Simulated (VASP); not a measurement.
A run of VASP 6.6.1:

File INCAR:

```
SYSTEM = Lu
  PREC = Accurate
  ENCUT = 520
  EDIFF = 1E-7
  ISMEAR = -1
  SIGMA = 0.06122561905347299
  LREAL = .FALSE.
  LASPH = .TRUE.
  NELM = 80
  ALGO = Normal
  ISIF = 2
  LWAVE = .FALSE.
  LCHARG = .TRUE.
  GGA = PE
  LELF = .TRUE.
  LVHAR = .TRUE.
  NBANDS = 18
```

The input KPOINTS:

```
Automatic mesh
0
G
  20 20 20
  0 0 0
```

Contents of POSCAR:

```
Lu
1.0
   -1.9084775794      1.9084775794      1.9084775794
    1.9084775794     -1.9084775794      1.9084775794
    1.9084775794      1.9084775794     -1.9084775794
Lu
1
Direct
    0.0000000000      0.0000000000      0.0000000000
```

Potentials or basis: VASP PAW PBE potentials, release 64 (Lu).

Command:

```sh
$ cat potpaw_PBE.64/Lu/POTCAR > POTCAR
$ mpirun -np 1 vasp_std > vasp.out
```

Hardware: 1 thread of AMD EPYC 9R45 96-Core Processor (Zen 5), on a shared host.

Problem. Estimate the wall time of this run.

Solution. Wall time 92 s on 1 thread of AMD EPYC 9R45 96-Core Processor (Zen 5), on a shared host, peak memory 0.24 GiB. Counts: scf iterations 14, k points 256.
